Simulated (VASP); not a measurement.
AlN, 4 atoms in the cell. The structure is hexagonal, space group P6_3mc (No. 186). Conventional cell: a = 3.231 Å, b = 3.231 Å, c = 4.083 Å, α = 90.00°, β = 90.00°, γ = 120.00°. Within 2.3 Å of Al (site symmetry 3m) lie 4 N at 1.77 to 1.89 Å. N (site symmetry 3m) has 4 Al at 1.77 to 1.89 Å within 2.3 Å. 

```yaml
Program: VASP 6.6.1
Task: single point
Functional: PBE
Potentials_or_basis: VASP PAW PBE potentials, release 64 (Al, N)
Cutoff: 520 eV
k_mesh: 9 × 9 × 6
Occupations: gaussian, width 0.05 eV
Spin: no spin polarisation
Dipole_correction: no
Further_INCAR_settings: ALGO = Normal; EDIFF = 1e-06; NBANDS = 16
```

Potentials or basis: VASP PAW PBE potentials, release 64 (Al, N).

The run is started by

```sh
$ cat potpaw_PBE.64/Al/POTCAR potpaw_PBE.64/N/POTCAR > POTCAR
$ mpirun -np 1 vasp_std > vasp.out
```

Hardware: 1 thread of Intel(R) Xeon(R) 6975P-C (Granite Rapids) (shared host).

Task: Estimate the wall time of this run.

Result: Wall time 7.8 s on 1 thread of Intel(R) Xeon(R) 6975P-C (Granite Rapids), on a shared host, peak memory 0.15 GiB. Counts: scf iterations 13, k points 48.
